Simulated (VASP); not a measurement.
Fe, 1 atom in the cell. The structure is cubic, space group Pm-3m (No. 221). Conventional cell: a = 2.002 Å, b = 2.002 Å, c = 2.002 Å, α = 90.00°, β = 90.00°, γ = 90.00°. Fe (site symmetry m-3m) has 6 Fe at 2.00 Å within 2.7 Å. This isn't the form of Fe at room conditions, which is bcc.

| Quantity | Value |
| --- | --- |
| Program | VASP 6.6.1 |
| Task | single point |
| Functional | PBEsol |
| Potentials or basis | VASP PAW PBE potentials, release 64 (Fe) |
| Cutoff | 520 eV |
| k mesh | 19 × 19 × 19 |
| Occupations | fermi-dirac, width 0.08 eV |
| Spin | collinear spin, ferromagnetic start |
| Starting moments | [2.5] μB |
| Dipole correction | no |
| Further INCAR settings | ALGO = Normal; EDIFF = 1e-07; NBANDS = 14 |

Potentials or basis: VASP PAW PBE potentials, release 64 (Fe).

Launch:

```sh
$ cat potpaw_PBE.64/Fe/POTCAR > POTCAR
$ mpirun -np 1 vasp_std > vasp.out
```

Hardware: 1 thread of Intel Xeon 8259CL, with other jobs on the host.

**Question.** Estimate the wall time of this run.

**Answer.** Run time: 30 s on 1 thread of Intel Xeon 8259CL, on a shared host, peak memory 0.15 GiB. Counts: scf iterations 14, k points 220.
